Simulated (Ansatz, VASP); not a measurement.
# Two plane-wave programs on CO2

```xyz
12
Lattice="5.6719 0.0000 0.0000 0.0000 5.6719 0.0000 0.0000 0.0000 6.2465" Properties=species:S:1:pos:R:3 pbc="T T T"
C     0.0000    0.0000    0.0000
C     2.8360    0.0000    3.1232
C     2.8360    2.8360    0.0000
C     0.0000    2.8360    3.1232
O     0.6323    0.6323    0.6964
O     2.2036    5.0396    3.8196
O     3.4683    2.2036    5.5501
O     5.0396    3.4683    2.4269
O     5.0396    5.0396    5.5501
O     3.4683    0.6323    2.4269
O     2.2036    3.4683    0.6964
O     0.6323    2.2036    3.8196
```

Alike in both runs: task single point; functional PBE; k mesh 4 × 4 × 4; occupations gaussian, width 0.05 eV; no spin polarisation.

```csv
,VASP,Ansatz
version,VASP 6.6.1,Ansatz 0.2.0
potentials or method,"VASP PAW PBE potentials, release 64 (C, O), cutoff 520 eV","scalar-relativistic, plane waves, PAW"
valence electrons in the cell,64,64
```

Ansatz gave:

```
gap on the k mesh at the Fermi level (eV)                     : 6.88
least direct gap on the mesh (eV)                             : 6.88
pressure (GPa)                                                : 10.3
traceless stress, the component that is largest in VASP (GPa) : 1.01
rms of the force components (eV/Å)                            : 1.961
```

Estimate VASP's values.

gap on the k mesh at the Fermi level (eV): 6.87; least direct gap on the mesh (eV): 6.87; pressure (GPa): 12.1; traceless stress, the component that is largest in VASP (GPa): 1.27; rms of the force components (eV/Å): 2.355.

Atom by atom the forces differ by 0.394 eV/Å (rms over components).

Noted on VASP's run: the standard files for N, O and F lose accuracy on very short bonds.
